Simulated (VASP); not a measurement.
Set up this calculation in VASP 6.6.1, as the native input.

* Task: relaxation of cell and atoms
* Functional: PBE
* Potentials or basis: VASP PAW PBE potentials, release 64 (P)
* Cutoff: 600 eV
* k mesh: 6 × 6 × 6
* Occupations: gaussian, width 0.1 eV
* Spin: no spin polarisation
* Dipole correction: no
* Further INCAR settings: ALGO = Normal; EDIFF = 1e-07; IBRION = 2; EDIFFG = -0.04; NSW = 90; ISIF = 3

The structure of P lies in POSCAR:

```
P
1.0
    1.7739628200     -4.0987675200      0.0000000000
    1.7739628200      4.0987675200      0.0000000000
    0.0000000000      0.0000000000      3.1431822600
P
3
Direct
    0.6780484600      0.3219515400      0.5000000000
    0.3219515400      0.6780484600      0.5000000000
    0.5000000000      0.5000000000      0.0000000000
```

The cell was built from a structure type or drawn by symmetry, and may not be a known phase.

The input as run:

INCAR

```
  PREC = Accurate
  ENCUT = 600
  EDIFF = 1E-7
  ISMEAR = 0
  SIGMA = 0.1
  LREAL = F
  LASPH = T
  NELM = 100
  ALGO = Normal
  ISIF = 3
  LWAVE = F
  LCHARG = F
  GGA = PE
  IBRION = 2
  NSW = 90
  EDIFFG = -0.04
```

KPOINTS

```
Automatic mesh
0
Gamma
  6 6 6
```

Potentials or basis: VASP PAW PBE potentials, release 64 (P).

The run is started by

```console
$ cat potpaw_PBE.64/P/POTCAR > POTCAR
$ mpirun -np 1 vasp_std > vasp.out
```

Results of the run:

* Relaxed volume: 18.48 Å³/atom
* Relaxed cell: a = 4.880 Å, b = 4.880 Å, c = 3.713 Å, α = 90.00°, β = 90.00°, γ = 141.16°
* Space group after relaxing (to 0.1 Å): Cmmm (No. 65)
* Energy gained by relaxing: 282.0 meV/atom
* Ionic steps: 25
* Pressure after relaxing: -0.1 GPa
* Largest force after relaxing: 0.022 eV/Å
* Band gap on the k mesh: zero (an odd number of electrons rules out a gap without spin polarisation)

Caveat: the volume moved by over 15 % at a fixed basis, so the end points are rough.

Run time: 9.9 min on 1 thread of Intel Xeon 8259CL (shared host), peak memory 0.19 GiB.
